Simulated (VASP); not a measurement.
Wanted: the native input for a VASP 6.6.1 run.

```yaml
Task: single point
Functional: PBE
Potentials_or_basis: VASP PAW PBE potentials, release 64 (Hf_pv, C)
Cutoff: 520 eV
k_mesh: 8 × 8 × 8
Occupations: gaussian, width 0.1 eV
Spin: no spin polarisation
Dipole_correction: no
Further_INCAR_settings: ALGO = Normal; EDIFF = 1e-07; NBANDS = 14
```

The structure of HfC lies in POSCAR:

```
HfC
1.0
    0.0000000000      2.3250000000      2.3250000000
    2.3250000000      0.0000000000      2.3250000000
    2.3250000000      2.3250000000      0.0000000000
Hf C
1 1
Direct
    0.5000000000      0.5000000000      0.5000000000
    0.0000000000      0.0000000000      0.0000000000
```

One way to write it, as run:

INCAR

```
PREC = Accurate ; ENCUT = 520
EDIFF = 1E-7 ; ISMEAR = 0
SIGMA = 0.1 ; LREAL = False
LASPH = True ; NELM = 100
ALGO = Normal ; ISIF = 2
LWAVE = False ; LCHARG = False
GGA = PE ; NBANDS = 14
```

KPOINTS

```
regular mesh
0
Gamma
  8 8 8
```

Potentials or basis: VASP PAW PBE potentials, release 64 (Hf_pv, C).

Run with:

```sh
$ cat potpaw_PBE.64/Hf_pv/POTCAR potpaw_PBE.64/C/POTCAR > POTCAR
$ mpirun -np 1 vasp_std > vasp.out
```

It gave:

The pressure is -0.4 GPa and the band gap on the k mesh is zero (band 7 reaches 6.95 eV, above the bottom of band 8 at 5.53 eV).

Caveat: spin-orbit coupling is left out, which moves the levels of the heavy elements.

Wall time 6.3 s on 1 thread of Intel Xeon 6455B, with other jobs on the host, peak memory 0.14 GiB.
